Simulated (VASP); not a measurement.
Crystal: MgS.

```xyz
4
Lattice="3.9523 0.0000 0.0000 -1.9761 3.4228 0.0000 0.0000 0.0000 6.3010" Properties=species:S:1:pos:R:3 pbc="T T T"
S     1.9761    1.1409    5.5401
S     0.0000    2.2818    2.3896
Mg    0.0000    2.2818    6.2742
Mg    1.9761    1.1409    3.1237
```

Base run:

| Item | Value |
| --- | --- |
| Program | VASP 6.6.1 |
| Functional | PBEsol |
| Potentials or basis | VASP PAW PBE potentials, release 64 (S, Mg) |
| Cutoff | 520 eV |
| k mesh | 8 × 8 × 4 |
| Occupations | fermi-dirac, width 0.05 eV |
| Spin | no spin polarisation |

Its results: band gap on the k mesh 3.58 eV; pressure 3.6 GPa; largest force 0.037 eV/Å.

Problem. The run is repeated on the same cell with these changes: functional from PBEsol to r2SCAN. What comes out?

Solution. Band gap on the k mesh 4.44 eV; pressure 3.9 GPa; largest force 0.050 eV/Å.

Caveats: the cell stands under pressure; the PAW data sets were made with another functional, which shifts forces and pressure a little.

